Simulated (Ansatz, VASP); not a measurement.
HgTe: VASP beside Ansatz

```xyz
2
Lattice="-3.0658 3.0658 1.5697 3.0658 -3.0658 1.5697 3.0658 3.0658 -1.5697" Properties=species:S:1:pos:R:3 pbc="T T T"
Hg    0.0000    3.0658    0.7849
Te    0.0000    0.0000    0.0000
```

Alike in both runs: task single point; functional r2SCAN; k mesh 10 × 10 × 10; occupations fermi-dirac, width 0.05 eV; no spin polarisation.

|  | VASP | Ansatz |
| --- | --- | --- |
| version | VASP 6.6.1 | Ansatz 0.2.0 |
| potentials or method | VASP PAW PBE potentials, release 64 (Hg, Te) | Ansatz PAW |
| plane-wave cutoff (eV) | 520 | 500 |
| valence electrons in the cell | 18 | 36 |

VASP gave:

* gap on the k mesh at the Fermi level (eV): none
* pressure (GPa): -1.8
* traceless stress, the component that is largest in VASP (GPa): 2.90

Q: Which values does Ansatz return?

A: gap on the k mesh at the Fermi level (eV): none; pressure (GPa): -1.9; traceless stress, the component that is largest in VASP (GPa): 2.90.

VASP's potentials were made for PBE, not for r2SCAN. A gap of «none» marks a metal or a gap that the smearing closes. The functional is the same, so the differences come from potentials, cutoffs and numerics. VASP's potentials hold 18 valence electrons a cell and Ansatz's 36, so a difference there can come from the potentials and not from the codes.

Spin-orbit coupling is off throughout.
